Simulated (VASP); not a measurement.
# C in VASP: further runs, part 2 of 2

VASP 6.6.1.

## (3) Relaxation of cell and atoms, LDA, target pressure -1 GPa, at which the enthalpy is minimised

This run uses another cell than the first one, of 8.80 Å³/atom.

INCAR reads:

```
SYSTEM = C
PREC = Accurate
ENCUT = 600
EDIFF = 1E-7
ISMEAR = 0
SIGMA = 0.1
LREAL = .False.
LASPH = .True.
NELM = 80
ALGO = Normal
ISIF = 3
LWAVE = .False.
LCHARG = .False.
GGA = CA
IBRION = 2
NSW = 70
EDIFFG = -0.008
PSTRESS = -10.0
```

KPOINTS reads:

```
Automatic mesh
0
Gamma
  18 18 6
  0 0 0
```

POSCAR reads:

```
C
1.0
    1.2267147894     -2.1235567796      0.0000000000
    1.2267147894      2.1235567796      0.0000000000
    0.0000000000      0.0000000000      6.7570211604
C
4
Direct
    0.0833017637      0.9166982363      0.7500094854
    0.5833017637      0.4166982363      0.2499905146
    0.9166982363      0.0833017637      0.2499905146
    0.4166982363      0.5833017637      0.7500094854
```

Potentials or basis: VASP PAW LDA potentials, release 64 (C).

Launch:

```
> cat potpaw_LDA.64/C/POTCAR > POTCAR
> mpirun -np 1 vasp_std > vasp.out
```

Wall time 19 min (1 thread of Intel Xeon 8259CL, shared host); peak memory 0.26 GiB.

Results (log left out):

* Free energy: -40.4507 eV
* Relaxed volume: 8.97 Å³/atom
* Relaxed cell: a = 2.448 Å, b = 2.448 Å, c = 6.911 Å, α = 90.00°, β = 90.00°, γ = 119.98°
* Space group after relaxing (to 0.1 Å): Fmmm (No. 69)
* Energy change on relaxing (the run minimises the enthalpy): +0.5 meV/atom
* Ionic steps: 12
* Pressure after relaxing: -1.0 GPa
* Largest force after relaxing: 0.004 eV/Å
* Band gap on the k mesh: zero (filled and empty bands touch)

Forces on the atoms (eV/Å):
```
C    0.000  0.004  0.000
C    0.000  0.004  0.000
C    0.000 -0.004  0.000
C    0.000 -0.004  0.000
```

The path:
| step | energy change (eV) | largest force (eV/Å) | pressure (GPa) | volume (Å³) |
| --- | --- | --- | --- | --- |
| 1 | 0.0000 | 0.0001 | -2.44 | 35.20 |
| 2 | 0.0020 | 0.0002 | 3.01 | 34.80 |
| 3 | -0.0018 | 0.0000 | -0.82 | 35.08 |
| 4 | -0.0018 | 0.0000 | -0.78 | 35.08 |
| 5 | -0.0017 | 0.0002 | -0.79 | 35.12 |
| 6 | -0.0012 | 0.0008 | -0.82 | 35.24 |
| 7 | -0.0001 | 0.0021 | -0.86 | 35.49 |
| 8 | 0.0027 | 0.0045 | -0.94 | 35.97 |
| 9 | 0.0018 | 0.0038 | -0.91 | 35.84 |
| 10 | 0.0020 | 0.0040 | -0.91 | 35.87 |
| 11 | 0.0035 | 0.1042 | -2.03 | 35.99 |
| 12 | 0.0020 | 0.0037 | -1.00 | 35.88 |

Final structure:
```
CELL_PARAMETERS angstrom
1.22437 -2.11986 0.00000
1.22437 2.11986 0.00000
0.00000 0.00000 6.91125
ATOMIC_POSITIONS crystal
C 0.08332 0.91668 0.75001
C 0.58332 0.41668 0.24999
C 0.91668 0.08332 0.24999
C 0.41668 0.58332 0.75001
```

Levels at points of the mesh, in eV from the Fermi level:
| k point | band 6 | band 7 | band 8 | band 9 | band 10 | band 11 |
| --- | --- | --- | --- | --- | --- | --- |
| (0.00, 0.00, 0.00) | -3.00 | -2.99 | -2.98 | 3.57 | 8.39 | 8.42 |
| (0.50, 0.00, 0.00) | -6.43 | -2.47 | -2.47 | 1.80 | 1.80 | 7.69 |
| (0.50, 0.50, 0.00) | -6.42 | -2.98 | -1.73 | 0.95 | 2.40 | 7.51 |
| (0.00, 0.00, 0.50) | -3.00 | -2.99 | -2.99 | 6.00 | 6.00 | 8.43 |
| (0.50, 0.00, 0.50) | -6.43 | -2.39 | -2.39 | 1.60 | 1.60 | 7.69 |
| (0.50, 0.50, 0.50) | -6.44 | -2.39 | -2.39 | 1.61 | 1.61 | 7.68 |

Caveat: the cell is relaxed towards a set pressure, so the run minimises the enthalpy, not the energy.

## (4) Single point, LDA

This run uses another cell than the first one: it holds 8 atoms, not 4.

INCAR reads:

```
SYSTEM = C
ALGO     = Normal         ! electronic algorithm
EDIFF    = 1E-6           ! SCF threshold, eV
ENCUT    = 520            ! plane-wave cutoff, eV
ISIF     = 2              ! what is computed and relaxed
ISMEAR   = 0              ! smearing method
LASPH    = .TRUE.         ! aspherical terms in the spheres
LCHARG   = .FALSE.        ! write CHGCAR
LREAL    = .FALSE.        ! projectors in reciprocal space
LWAVE    = .FALSE.        ! write WAVECAR
NBANDS   = 26             ! bands
NELM     = 100            ! most SCF steps
PREC     = Accurate       ! precision mode
SIGMA    = 0.15           ! smearing width, eV
```

KPOINTS reads:

```
k-points
0
G
  22 22 4
  0 0 0
```

POSCAR reads:

```
C
1.0
   -1.2227748566      2.1167364796      0.0000000000
   -1.2227748566     -2.1167364796      0.0000000000
    0.0000000000      0.0000000000     13.4706447952
C
8
Direct
    0.9166982410      0.0833017590      0.3750046353
    0.9166982410      0.0833017590      0.8750046353
    0.4166982410      0.5833017590      0.1249953647
    0.4166982410      0.5833017590      0.6249953647
    0.0833017590      0.9166982410      0.1249953647
    0.0833017590      0.9166982410      0.6249953647
    0.5833017590      0.4166982410      0.3750046353
    0.5833017590      0.4166982410      0.8750046353
```

Launch:

```
> cat potpaw_LDA.64/C/POTCAR > POTCAR
> mpirun -np 1 vasp_std > vasp.out
```

Run time: 5.5 min. Hardware: 1 thread of Intel Xeon Platinum 8488C (Sapphire Rapids), shared host; peak memory 0.51 GiB.

It converged, with:

- Free energy: -80.8825 eV
- Pressure: 0.8 GPa
- Largest force: 0.007 eV/Å
- Band gap on the k mesh: zero (bands 16 and 17 overlap by 0.08 eV)

Forces in eV/Å, atoms in the order of the input:
```
C    0.000 -0.007  0.000
C    0.000 -0.007  0.000
C    0.000 -0.007  0.000
C    0.000 -0.007  0.000
C    0.000  0.007  0.000
C    0.000  0.007  0.000
C    0.000  0.007  0.000
C    0.000  0.007  0.000
```

Stress tensor (GPa, compression positive):
```
 1.29  0.00  0.00
 0.00  1.22  0.00
 0.00  0.00 -0.15
```

Levels at points of the mesh, in eV from the Fermi level:
| k point | band 14 | band 15 | band 16 | band 17 | band 18 | band 19 |
| --- | --- | --- | --- | --- | --- | --- |
| (0.00, 0.00, 0.00) | -2.94 | -2.93 | -2.93 | 3.80 | 6.43 | 6.43 |
| (0.50, 0.00, 0.00) | -2.46 | -2.36 | -2.36 | 1.64 | 1.64 | 1.89 |
| (0.50, 0.50, 0.00) | -2.36 | -2.36 | -1.59 | 0.92 | 1.65 | 1.65 |
| (0.00, 0.00, 0.50) | -2.94 | -2.93 | -2.93 | 4.55 | 4.55 | 8.47 |
| (0.50, 0.00, 0.50) | -2.41 | -2.41 | -2.41 | 1.76 | 1.76 | 1.76 |
| (0.50, 0.50, 0.50) | -2.85 | -1.83 | -1.83 | 1.12 | 1.12 | 2.25 |

## (5) Single point, LDA (strain along c alone, the other axes held: +2.0 %, then relaxed in part)

INCAR reads:

```
  PREC = Accurate
  ENCUT = 520
  EDIFF = 1E-6
  ISMEAR = 0
  SIGMA = 0.1
  LREAL = F
  LASPH = T
  NELM = 60
  ALGO = Normal
  ISIF = 2
  LWAVE = F
  LCHARG = F
  NBANDS = 26
```

KPOINTS reads:

```
Automatic mesh
0
Gamma
  14 8 6
```

POSCAR reads:

```
C
1.0
    2.4455496832      0.0000000000      0.0000000000
    0.0000000000      4.2334728944      0.0000000000
    0.0000000000      0.0000000000      6.8700274482
C
8
Direct
    0.5000000000      0.6666859414      0.5000000000
    0.0000000000      0.8333140586      0.5000000000
    0.5000000000      0.1666859414      0.0000000000
    0.0000000000      0.3333140586      0.0000000000
    0.0000000000      0.6666859414      0.0000000000
    0.5000000000      0.8333140586      0.0000000000
    0.0000000000      0.1666859414      0.5000000000
    0.5000000000      0.3333140586      0.5000000000
```

Launch:

```
> cat potpaw_LDA.64/C/POTCAR > POTCAR
> mpirun -np 1 vasp_std > vasp.out
```

It took 2.5 min on 1 thread of Intel Xeon Platinum 8488C (Sapphire Rapids), shared host; peak memory 0.29 GiB.

Results (log left out):

```yaml
Free_energy: -80.8763 eV
Pressure: 0.6 GPa
Largest_force: 0.007 eV/Å
Band_gap_on_the_k_mesh: zero (bands 16 and 17 overlap by 0.14 eV)
```

Forces on the atoms (eV/Å):
```
C    0.000 -0.007  0.000
C    0.000  0.007  0.000
C    0.000 -0.007  0.000
C    0.000  0.007  0.000
C    0.000 -0.007  0.000
C    0.000  0.007  0.000
C    0.000 -0.007  0.000
C    0.000  0.007  0.000
```

Stress tensor (GPa, compression positive):
```
 1.37  0.00  0.00
 0.00  1.25  0.00
 0.00  0.00 -0.68
```

Levels at points of the mesh, in eV from the Fermi level:
```csv
k point,band 12,band 13,band 14,band 15,band 16,band 17,band 18,band 19,band 20,band 21
"(0.00, 0.00, 0.00)",-2.94,-2.93,-2.92,-2.92,-1.65,1.00,2.48,3.66,7.61,7.96
"(0.50, 0.00, 0.00)",-8.93,-3.36,-3.36,-2.07,-2.07,2.44,2.44,3.49,3.49,9.12
"(0.00, 0.50, 0.00)",-5.07,-5.01,-5.01,-4.97,-4.97,5.51,5.51,7.15,7.15,7.72
"(0.50, 0.50, 0.00)",-6.38,-2.42,-2.42,-2.42,-2.42,1.87,1.87,1.87,1.87,7.80
"(0.00, 0.00, 0.50)",-2.93,-2.93,-2.93,-2.34,-2.34,1.67,1.67,6.14,6.14,7.78
"(0.50, 0.00, 0.50)",-8.98,-2.76,-2.76,-2.76,-2.76,2.93,2.93,2.93,2.93,10.11
"(0.00, 0.50, 0.50)",-6.00,-4.99,-4.99,-4.99,-4.99,7.31,7.31,7.31,7.31,7.82
"(0.50, 0.50, 0.50)",-6.38,-2.34,-2.34,-2.34,-2.34,1.66,1.66,1.66,1.66,7.80
```

Caveat: the cell differs from its parent crystal (strain along c alone, the other axes held: +2.0 %, then relaxed in part).

## (6) Summary

```tsv
task	cell	k mesh	cutoff (eV)	smearing	gap on the mesh (eV)	pressure (GPa)	largest force (eV/Å)
relaxation of cell and atoms	relaxed to 1 GPa from a = 2.436, b = 2.436, c = 6.713 Å, angles 90.0, 90.0, 120.0°, 4 atoms, atomic positions A	18 × 18 × 6	600	gaussian 0.1 eV	none	1.0	0.01
relaxation of cell and atoms	relaxed to -1 GPa from a = 2.452, b = 2.452, c = 6.757 Å, angles 90.0, 90.0, 120.0°, 4 atoms, atomic positions A	18 × 18 × 6	600	gaussian 0.1 eV	none	-1.0	-
single point	a = 2.445, b = 2.445, c = 13.471 Å, angles 90.0, 90.0, 120.0°, 8 atoms, atomic positions B	22 × 22 × 4	520	gaussian 0.15 eV	none	0.8	0.01
single point	a = 2.446, b = 4.233, c = 6.870 Å, 8 atoms, atomic positions C	14 × 8 × 6	520	gaussian 0.1 eV	none	0.6	0.01
```

Alike in all rows: level LDA; potentials or basis VASP PAW LDA potentials, release 64 (C); no spin polarisation.

Caveats: the cell is relaxed towards a set pressure, so the run minimises the enthalpy, not the energy (at least some runs).

Absolute energies hang on the potentials; compare differences alone.
